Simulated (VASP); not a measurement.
Here is a VASP 6.6.1 calculation.

The input INCAR:

```
PREC     = Accurate       # precision mode
ENCUT    = 500            # plane-wave cutoff, eV
EDIFF    = 1E-6           # SCF threshold, eV
ISMEAR   = 0              # smearing method
SIGMA    = 0.1            # smearing width, eV
LREAL    = F              # projectors in reciprocal space
LASPH    = T              # aspherical terms in the spheres
NELM     = 200            # most SCF steps
ALGO     = Normal         # electronic algorithm
ISIF     = 2              # what is computed and relaxed
LWAVE    = F              # write WAVECAR
LCHARG   = F              # write CHGCAR
GGA      = PE             # functional
NBANDS   = 36             # bands
GGA_COMPAT= F            
LMAXMIX  = 6              # l up to which the mixer works
```

The input KPOINTS:

```
Automatic mesh
0
Gamma
  4 4 4
```

Contents of POSCAR:

```
PrBi3H
1.0
    5.1158975100      0.0000000000      0.0000000000
    0.0000000000      5.1158975100      0.0000000000
    0.0000000000      0.0000000000      5.1158975100
Pr Bi H
1 3 1
Direct
    0.5000000000      0.5000000000      0.5000000000
    0.5000000000      0.0000000000      0.0000000000
    0.0000000000      0.5000000000      0.0000000000
    0.0000000000      0.0000000000      0.5000000000
    0.0000000000      0.0000000000      0.0000000000
```

Potentials or basis: VASP PAW PBE potentials, release 64 (Pr_3, Bi_d, H), 4f in core.

Command:

```sh
$ cat potpaw_PBE.64/Pr_3/POTCAR potpaw_PBE.64/Bi_d/POTCAR potpaw_PBE.64/H/POTCAR > POTCAR
$ mpirun -np 1 vasp_std > vasp.out
```

Estimate the band gap on the k mesh.

zero (an odd number of electrons rules out a gap without spin polarisation).

Predict the pressure.

-2.2 GPa.

Caveat: spin-orbit coupling is left out, which moves the levels of the heavy elements; the 4f electrons are frozen in the core, so they carry no moment and show no levels. Spin polarisation is off, so any magnetic state and its effect on volume and gap are missing.
